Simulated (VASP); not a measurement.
# Bi2Te3 (R-3m) in VASP: further runs

Runs on Bi2Te3. Level: PBEsol. Tasks: single point.

Program: VASP 6.6.1. These are calculated values, not measurements. Logs are shortened: lines on timing, memory, paths and dates and some standing lists are left out, and cuts for length are marked.

## 1. The cell of the first run

Symmetry: R-3m, No. 166, trigonal system. The conventional cell has a = 4.380 Å, b = 4.380 Å, c = 30.335 Å, α = 90.00°, β = 90.00°, γ = 120.00°. Bi (site symmetry 3m) has 6 Te at 3.06 to 3.23 Å within 4.0 Å. Within 4.0 Å of Te (site symmetry 3m) lie 3 Bi at 3.06 Å and 3 Te at 3.65 Å. Within 4.6 Å of Te (site symmetry -3m) lie 6 Bi at 3.23 Å and 12 Te at 4.38 to 4.51 Å.

## 2. Single point, PBEsol

The input, INCAR:

```
SYSTEM = Bi2Te3
PREC = Accurate ; ENCUT = 520
EDIFF = 1E-6 ; ISMEAR = 0
SIGMA = 0.02 ; LREAL = .False.
LASPH = .True. ; NELM = 100
ALGO = Normal ; ISIF = 2
LWAVE = .False. ; LCHARG = .False.
GGA = PS ; NBANDS = 32
```

The input, KPOINTS:

```
Automatic mesh
0
Gamma
  12 12 12
  0 0 0
```

The input, POSCAR:

```
Bi2Te3
1.0
    2.1899934405      1.2643933024     10.1118090213
   -2.1899934405      1.2643933024     10.1118090213
    0.0000000000     -2.5287866048     10.1118090213
Bi Te
2 3
Direct
    0.6001932050      0.6001932050      0.6001932050
    0.3998067950      0.3998067950      0.3998067950
    0.7899554290      0.7899554290      0.7899554290
    0.0000000000      0.0000000000      0.0000000000
    0.2100445710      0.2100445710      0.2100445710
```

Potentials or basis: VASP PAW PBE potentials, release 64 (Bi_d, Te).

Started as:

```console
> cat potpaw_PBE.64/Bi_d/POTCAR potpaw_PBE.64/Te/POTCAR > POTCAR
> mpirun -np 1 vasp_std > vasp.out
```

OUTCAR:

```text
SYSTEM = Bi2Te3
   PREC = Accurate
   ENCUT = 520
   EDIFF = 1E-6
   ISMEAR = 0
   LREAL = .False.
   LASPH = .True.
   NELM = 100
   ISIF = 2
   GGA = PS

 ion  position               nearest neighbor table
   1  0.600  0.600  0.600-   5 3.06   5 3.06   5 3.06   4 3.23   4 3.23   4 3.23
   2  0.400  0.400  0.400-   3 3.06   3 3.06   3 3.06   4 3.23   4 3.23   4 3.23
   3  0.790  0.790  0.790-   2 3.06   2 3.06   2 3.06   5 3.65   5 3.65   5 3.65
   4  0.000  0.000  0.000-   1 3.23   1 3.23   2 3.23   2 3.23   1 3.23   2 3.23
   5  0.210  0.210  0.210-   1 3.06   1 3.06   1 3.06   3 3.65   3 3.65   3 3.65

  LATTYP: Found a trigonal (rhomboedric) cell.
 ALAT       =    10.4232165561
 COS(alpha) =     0.9117098810

  Lattice vectors:

 A1 = (   2.1899934405,   1.2643933024,  10.1118090213)
 A2 = (  -2.1899934405,   1.2643933024,  10.1118090213)
 A3 = (   0.0000000000,  -2.5287866048,  10.1118090213)

Analysis of symmetry for initial positions (statically):
=====================================================================
 Subroutine PRICEL returns:
 Original cell was already a primitive cell.

 Routine SETGRP: Setting up the symmetry group for a
 trigonal (rhombohedral) supercell.

 Subroutine GETGRP returns: Found 12 space group operations
 (whereof 12 operations were pure point group operations)
 out of a pool of 12 trial point group operations.

The static configuration has the point symmetry D_3d.

Analysis of symmetry for dynamics (positions and initial velocities):
=====================================================================
 Subroutine PRICEL returns:
 Original cell was already a primitive cell.

 Routine SETGRP: Setting up the symmetry group for a
 trigonal (rhombohedral) supercell.

 Subroutine GETGRP returns: Found 12 space group operations
 (whereof 12 operations were pure point group operations)
 out of a pool of 12 trial point group operations.

The dynamic configuration has the point symmetry D_3d.

 Subroutine INISYM returns: Found 12 space group operations
 (whereof 12 operations are pure point group operations),
 and found     1 'primitive' translations

----------------------------------------------------------------------------------------

                                     Primitive cell

  volume of cell :     167.9984

  direct lattice vectors                    reciprocal lattice vectors
     2.189993440  1.264393302 10.111809021     0.228311186  0.131815525  0.032964758
    -2.189993440  1.264393302 10.111809021    -0.228311186  0.131815525  0.032964758
     0.000000000 -2.528786605 10.111809021     0.000000000 -0.263631050  0.032964758

  length of vectors
    10.423216556 10.423216556 10.423216556     0.265684033  0.265684033  0.265684033

  position of ions in fractional coordinates (direct lattice)
     0.600193205  0.600193205  0.600193205
     0.399806795  0.399806795  0.399806795
     0.789955429  0.789955429  0.789955429
     0.000000000  0.000000000  0.000000000
     0.210044571  0.210044571  0.210044571

  ion indices of the primitive-cell ions
   primitive index   ion index
                 1           1
                 2           2
                 3           3
                 4           4
                 5           5

----------------------------------------------------------------------------------------

 KPOINTS: Automatic mesh

Automatic generation of k-mesh.
 Grid dimensions read from file:
 generate k-points for:   12   12   12

 Generating k-lattice:

  Cartesian coordinates                     Fractional coordinates (reciprocal lattice)
     0.019025932  0.010984627  0.002747063     0.083333333 -0.000000000  0.000000000
    -0.019025932  0.010984627  0.002747063    -0.000000000  0.083333333  0.000000000
     0.000000000 -0.021969254  0.002747063     0.000000000  0.000000000  0.083333333

  Length of vectors
     0.022140336  0.022140336  0.022140336

  Shift w.r.t. Gamma in fractional coordinates (k-lattice)
     0.000000000  0.000000000  0.000000000

 Subroutine IBZKPT returns following result:
 ===========================================

 Found    189 irreducible k-points:

 Following reciprocal coordinates:
            Coordinates               Weight
  0.000000  0.000000  0.000000      1.000000
  0.083333 -0.000000 -0.000000      6.000000
  0.166667  0.000000  0.000000      6.000000
  0.250000  0.000000 -0.000000      6.000000
  0.333333  0.000000 -0.000000      6.000000
  0.416667 -0.000000 -0.000000      6.000000
[... 16 lines left out ...]
  0.500000  0.166667  0.000000     12.000000
 -0.416667  0.166667  0.000000     12.000000
 [... further k-points ...]
   k-points           NKPTS =    189   k-points in BZ     NKDIM =    189   number of bands    NBANDS=     32
   number of dos      NEDOS =    301   number of ions     NIONS =      5
   total plane-waves  NPLWV = 512000
   dimension x,y,z NGX =    80 NGY =   80 NGZ =   80
   dimension x,y,z NGXF=   160 NGYF=  160 NGZF=  160
   ions per type =               2   3
   NGX,Y,Z   is equivalent  to a cutoff of  12.76, 12.76, 12.76 a.u.
   NGXF,Y,Z  is equivalent  to a cutoff of  25.52, 25.52, 25.52 a.u.
 SYSTEM =  Bi2Te3
   PREC   = accura    normal or accurate (medium, high low for compatibility)
   ISTART =      0    job   : 0-new  1-cont  2-samecut
   ICHARG =      2    charge: 1-file 2-atom 10-const
   ISPIN  =      1    spin polarized calculation?
   LNONCOLLINEAR =      F non collinear calculations
   LSORBIT =      F    spin-orbit coupling
   LASPH  =      T    aspherical Exc in radial PAW
   ENCUT  =  520.0 eV  38.22 Ry    6.18 a.u.  19.38 19.38 19.38*2*pi/ulx,y,z
   NELM   =    100;   NELMIN=  2; NELMDL= -5     # of ELM steps
   EDIFF  = 0.1E-05   stopping-criterion for ELM
   LREAL  =      F    real-space projection
   EDIFFG = 0.1E-04   stopping-criterion for IOM
   NSW    =      0    number of steps for IOM
   IBRION =     -1    ionic relax: 0-MD 1-quasi-New 2-CG
   NFREE  =      0    steps in history (QN), initial steepest desc. (CG)
   ISIF   =      2    stress and relaxation
   ISYM   =      2    0-nonsym 1-usesym 2-fastsym
   POTIM  = 0.5000    time-step for ionic-motion
   TEBEG  =    0.0;   TEEND  =   0.0 temperature during run
   PSTRESS=    0.0 pullay stress
   NELECT =      48.0000    total number of electrons
   NUPDOWN=      -1.0000    fix difference up-down
   EMIN   =  10.00;   EMAX   =-10.00  energy-range for DOS
   EFERMI =   0.00;   METHOD = LEGACY
   ISMEAR =     0;   SIGMA  =   0.02  broadening in eV -4-tet -1-fermi 0-gaus
   EFERMI_NEDOS =   21; number of points for ismear=-14 and -15
   IALGO  =     38    algorithm
   IMIX   =      4    mixing-type and parameters
     AMIX     =   0.40;   BMIX     =  1.00
     AMIX_MAG =   1.60;   BMIX_MAG =  1.00
  volume/ion in A,a.u.               =      33.60       226.74
  Fermi-wavevector in a.u.,A,eV,Ry     =   1.078252  2.037601 15.818501  1.162627
  Thomas-Fermi vector in A             =   2.214185
   LORBIT       =      0    0 simple, 1 ext, 2 COOP (PROOUT), +10 PAW based schemes
   GGA     = PS    functional components
   LHFCALC =     F    Hartree Fock is set to
   AEXX    =    0.0000 exact exchange contribution
   IVDW    =     0    specifies the selected vdW correction
   LEPSILON=     F    determine dielectric tensor
   LRPA    =     F    only Hartree local field effects (RPA)
 non-spin polarized calculation
 Gauss-broadening in eV      SIGMA  =   0.02
  energy-cutoff  :      520.00
  volume of cell :      168.00
 maximum number of plane-waves:      4547
 NGX is ok and might be reduce to    80
   NGX = 39   NGY = 39   NGZ = 39

 number of electron      48.0000006 magnetization

 Free energy of the ion-electron system (eV)
  ---------------------------------------------------
  ext. energy  EPLUGINS =         0.00000000
  ---------------------------------------------------
  free energy    TOTEN  =       -20.29621585 eV

  energy without entropy =      -20.29621585  energy(sigma->0) =      -20.29621585

 E-fermi :   6.2645     XC(G=0):  -9.5238

 val. band max:        6.1571400847   @ k =   0.0000   0.0000   0.0000
 cond. band min:       6.3641190205   @ k =   0.0000   0.0000   0.0000
 fundamental gap:      0.2069789359
 Fermi energy:         6.2645080724

 k-point     1 :       0.0000    0.0000    0.0000
  band No.  band energies     occupation
      1     -16.9566      2.00000
      2     -16.9566      2.00000
      3     -16.9550      2.00000
      4     -16.9550      2.00000
      5     -16.9478      2.00000
      6     -16.9463      2.00000
[... 24 lines left out ...]
     31      10.9346      0.00000
     32      11.4492      0.00000

 k-point     2 :       0.0833   -0.0000   -0.0000
  band No.  band energies     occupation
      1     -16.9573      2.00000
      2     -16.9560      2.00000
      3     -16.9556      2.00000
      4     -16.9543      2.00000
      5     -16.9472      2.00000
      6     -16.9459      2.00000
[... 24 lines left out ...]
     31      10.8033      0.00000
     32      11.0793      0.00000

 k-point     3 :       0.1667    0.0000    0.0000
  band No.  band energies     occupation
      1     -16.9593      2.00000
      2     -16.9573      2.00000
      3     -16.9544      2.00000
      4     -16.9528      2.00000
      5     -16.9463      2.00000
      6     -16.9448      2.00000
[... 24 lines left out ...]
     31      10.2136      0.00000
     32      11.0762      0.00000

 k-point     4 :       0.2500    0.0000   -0.0000
  band No.  band energies     occupation
      1     -16.9622      2.00000
      2     -16.9598      2.00000
      3     -16.9530      2.00000
      4     -16.9511      2.00000
      5     -16.9468      2.00000
      6     -16.9443      2.00000
[... 24 lines left out ...]
     31      10.0630      0.00000
     32      11.4749      0.00000

 k-point     5 :       0.3333    0.0000   -0.0000
  band No.  band energies     occupation
      1     -16.9653      2.00000
      2     -16.9625      2.00000
      3     -16.9524      2.00000
      4     -16.9500      2.00000
      5     -16.9479      2.00000
      6     -16.9454      2.00000
[... 584 lines left out ...]
     31      10.3669      0.00000
     32      10.4572      0.00000

 k-point    22 :       0.4167    0.1667   -0.0000
  band No.  band energies     occupation
      1     -16.9637      2.00000
      2     -16.9617      2.00000
      3     -16.9537      2.00000
      4     -16.9518      2.00000
      5     -16.9457      2.00000
      6     -16.9440      2.00000
[... 24 lines left out ...]
     31      10.4546      0.00000
     32      10.9908      0.00000

 k-point    23 :       0.5000    0.1667    0.0000
  band No.  band energies     occupation
      1     -16.9651      2.00000
      2     -16.9626      2.00000
      3     -16.9545      2.00000
      4     -16.9515      2.00000
      5     -16.9463      2.00000
      6     -16.9442      2.00000
[... 24 lines left out ...]
     31      10.3665      0.00000
     32      10.7565      0.00000

 k-point    24 :      -0.4167    0.1667    0.0000
  band No.  band energies     occupation
      1     -16.9657      2.00000
      2     -16.9629      2.00000
      3     -16.9548      2.00000
      4     -16.9514      2.00000
      5     -16.9465      2.00000
      6     -16.9443      2.00000
[... 24 lines left out ...]
     31      10.0928      0.00000
     32      10.7926      0.00000

 [... further k-points ...]

------------------------ aborting loop because EDIFF is reached ----------------------------------------

  FORCE on cell =-STRESS in cart. coord.  units (eV):
  Direction    XX          YY          ZZ          XY          YZ          ZX
  --------------------------------------------------------------------------------------
  -------------------------------------------------------------------------------------
  Total        0.0143789      0.0143789      0.0086091      0.0000000      0.0000000      0.0000000
  in kB        0.1371293      0.1371293      0.0821040      0.0000000      0.0000000      0.0000000
  external PRESSURE =       0.1187876 kB  Pullay stress =       0.0000000 kB

 VOLUME and BASIS-vectors are now :
 -----------------------------------------------------------------------------
  energy-cutoff  :      520.00
  volume of cell :      168.00
      direct lattice vectors                 reciprocal lattice vectors
     2.189993440  1.264393302 10.111809021     0.228311186  0.131815525  0.032964758
    -2.189993440  1.264393302 10.111809021    -0.228311186  0.131815525  0.032964758
     0.000000000 -2.528786605 10.111809021     0.000000000 -0.263631050  0.032964758

 POSITION                                       TOTAL-FORCE (eV/Angst)
 -----------------------------------------------------------------------------------
      0.00000      0.00000     18.20712         0.000000     -0.000000      0.010965
      0.00000      0.00000     12.12831         0.000000      0.000000     -0.010965
      0.00000      0.00000     23.96364         0.000000      0.000000      0.018109
      0.00000      0.00000      0.00000         0.000000     -0.000000      0.000000
      0.00000      0.00000      6.37179         0.000000     -0.000000     -0.018109
 -----------------------------------------------------------------------------------
    total drift:                               -0.000000      0.000000      0.000000

  FREE ENERGIE OF THE ION-ELECTRON SYSTEM (eV)
  ---------------------------------------------------
  free  energy   TOTEN  =       -20.2962158530 eV

  energy  without entropy=      -20.2962158530  energy(sigma->0) =      -20.29621585
```

Wall time 78 min (1 thread of Intel Xeon Platinum 8259CL at 2.50GHz (Skylake/Cascade Lake), shared host); peak memory 1.5 GiB.

Results:

```
Free energy            : -20.2962 eV
Pressure               : 0.0 GPa
Largest force          : 0.018 eV/Å
Band gap on the k mesh : 0.21 eV
```

Forces on the atoms (eV/Å):
```
Bi   0.000  0.000  0.011
Bi   0.000  0.000 -0.011
Te   0.000  0.000  0.018
Te   0.000  0.000  0.000
Te   0.000  0.000 -0.018
```

Levels at points of the mesh, in eV from the valence-band top:
| k point | band 21 | band 22 | band 23 | band 24 | band 25 | band 26 | band 27 | band 28 |
| --- | --- | --- | --- | --- | --- | --- | --- | --- |
| (0.00, 0.00, 0.00) | -1.73 | -0.89 | -0.89 | 0.00 | 0.21 | 0.63 | 0.63 | 1.91 |
| (0.50, 0.00, 0.00) | -2.95 | -2.41 | -0.93 | -0.51 | 0.54 | 1.08 | 2.73 | 2.80 |
| (0.50, 0.50, 0.00) | -2.02 | -1.84 | -1.55 | -0.94 | 0.88 | 1.45 | 2.08 | 2.66 |
| (0.50, 0.50, 0.50) | -1.45 | -1.17 | -1.17 | -0.43 | 0.76 | 1.11 | 1.11 | 1.65 |

Caveat: the PAW data sets were made with another functional, which shifts forces and pressure a little; spin-orbit coupling is left out, which moves the levels of the heavy elements. A k mesh can miss the band edges.

## 3. Single point, PBEsol

The input, INCAR:

```
SYSTEM = Bi2Te3
ALGO = Normal
EDIFF = 1E-7
ENCUT = 520
GGA = PS
ISIF = 2
ISMEAR = 0
LASPH = .TRUE.
LCHARG = .FALSE.
LREAL = .FALSE.
LWAVE = .FALSE.
NBANDS = 32
NELM = 100
PREC = Accurate
SIGMA = 0.02
```

The input, KPOINTS:

```
k-points
0
G
  12 12 12
  0 0 0
```

POSCAR is that of step 2.

Potentials or basis: VASP PAW PBE potentials, release 64 (Bi_d, Te).

Started as:

```console
> cat potpaw_PBE.64/Bi_d/POTCAR potpaw_PBE.64/Te/POTCAR > POTCAR
> mpirun -np 1 vasp_std > vasp.out
```

It took 60 min on 1 thread of Intel Xeon Platinum 8259CL at 2.50GHz (Skylake/Cascade Lake), shared host; peak memory 1.5 GiB.

It converged, with:

| Property | Result |
| --- | --- |
| Free energy | -20.2962 eV |
| Pressure | 0.0 GPa |
| Largest force | 0.018 eV/Å |
| Band gap on the k mesh | 0.21 eV |

Forces in eV/Å, atoms in the order of the input:
```
Bi   0.000  0.000  0.011
Bi   0.000  0.000 -0.011
Te   0.000  0.000  0.018
Te   0.000  0.000  0.000
Te   0.000  0.000 -0.018
```

Levels at points of the mesh, in eV from the valence-band top:
```
           k point  band 22  band 23  band 24  band 25  band 26  band 27
(0.00, 0.00, 0.00)    -0.89    -0.89     0.00     0.21     0.63     0.63
(0.50, 0.00, 0.00)    -2.41    -0.93    -0.51     0.54     1.08     2.73
(0.50, 0.50, 0.00)    -1.84    -1.55    -0.94     0.88     1.45     2.08
(0.50, 0.50, 0.50)    -1.17    -1.17    -0.43     0.76     1.11     1.11
```

Caveat: the PAW data sets were made with another functional, which shifts forces and pressure a little; spin-orbit coupling is left out, which moves the levels of the heavy elements.
